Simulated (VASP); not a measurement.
Wanted: the native input for a VASP 6.6.1 run.

```
Task                   : single point
Functional             : PBEsol
Potentials or basis    : VASP PAW PBE potentials, release 64 (Yb)
Cutoff                 : 520 eV
k mesh                 : 8 × 8 × 8
Occupations            : fermi-dirac, width 0.05 eV
Spin                   : collinear spin, ferromagnetic start
Starting moments       : [1.0] μB
Dipole correction      : no
Further INCAR settings : ALGO = Normal; EDIFF = 1e-06; NBANDS = 22
```

The structure of Yb lies in POSCAR:

```
Yb
1.0
    0.0000000000      2.7431000000      2.7431000000
    2.7431000000      0.0000000000      2.7431000000
    2.7431000000      2.7431000000      0.0000000000
Yb
1
Direct
    0.0000000000      0.0000000000      0.0000000000
```

These files were run (other wordings do the same):

INCAR

```
PREC = Accurate ; ENCUT = 520
EDIFF = 1E-6 ; ISMEAR = -1
SIGMA = 0.05 ; LREAL = False
LASPH = True ; NELM = 150
ALGO = Normal ; ISIF = 2
LWAVE = False ; LCHARG = False
ISPIN = 2 ; MAGMOM = 1
LORBIT = 11 ; LMAXMIX = 6
GGA = PS ; NBANDS = 22
```

KPOINTS

```
Automatic mesh
0
Gamma
  8 8 8
```

Potentials or basis: VASP PAW PBE potentials, release 64 (Yb).

Launch:

```sh
$ cat potpaw_PBE.64/Yb/POTCAR > POTCAR
$ mpirun -np 1 vasp_std > vasp.out
```

Results of the run:

```
Pressure                                              : -5.0 GPa
Band gap on the k mesh                                : zero (filled and empty bands overlap)
Net moment                                            : 0.00 μB per cell
Valence electrons inside the program's atomic spheres : Yb 22.05
```

Caveat: the cell stands under tension; the PAW data sets were made with another functional, which shifts forces and pressure a little; spin-orbit coupling is left out, which moves the levels of the heavy elements.

Run time: 9.5 min on 1 thread of AMD EPYC 7R43 64-Core Processor (Zen 3), on a shared host, peak memory 0.19 GiB.
